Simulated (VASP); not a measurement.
Hf: single point with r2SCAN

The system is Hf.

```
CELL_PARAMETERS angstrom
4.86200 0.00000 0.00000
-2.43100 4.21061 0.00000
0.00000 0.00000 3.00634
ATOMIC_POSITIONS crystal
Hf 0.00000 0.00000 0.00000
Hf 0.33333 0.66667 0.50000
Hf 0.66667 0.33333 0.50000
```

* Program: VASP 6.6.1
* Task: single point
* Functional: r2SCAN
* Potentials or basis: VASP PAW PBE potentials, release 64 (Hf_pv)
* Cutoff: 520 eV
* k mesh: 6 × 6 × 6
* Occupations: gaussian, width 0.1 eV
* Spin: no spin polarisation

| Quantity | Value |
| --- | --- |
| Pressure | 8.9 GPa |
| Band gap on the k mesh | zero (band 15 reaches 5.61 eV, above the bottom of band 16 at 4.70 eV) |

Stress tensor (GPa, compression positive):
```
 8.01  0.00  0.00
 0.00  8.01  0.00
 0.00  0.00 10.57
```

Levels at points of the mesh, in eV from the Fermi level:
| k point | band 12 | band 13 | band 14 | band 15 | band 16 | band 17 | band 18 | band 19 |
| --- | --- | --- | --- | --- | --- | --- | --- | --- |
| (0.00, 0.00, 0.00) | -0.76 | -0.76 | -0.67 | -0.67 | -0.51 | 1.39 | 2.51 | 2.51 |
| (0.50, 0.00, 0.00) | -3.86 | -0.54 | -0.40 | -0.36 | 0.21 | 1.07 | 1.18 | 1.91 |
| (0.00, 0.00, 0.50) | -2.91 | -2.29 | -2.20 | -2.20 | 1.52 | 1.52 | 2.45 | 2.45 |
| (0.50, 0.00, 0.50) | -2.34 | -1.63 | -0.85 | -0.84 | 0.71 | 0.79 | 1.34 | 2.03 |

Run time: 120 s on 1 thread of Intel Xeon 6975P-C, on a shared host, peak memory 0.19 GiB.

Caveat: the PAW data sets were made with another functional, which shifts forces and pressure a little; spin-orbit coupling is left out, which moves the levels of the heavy elements.
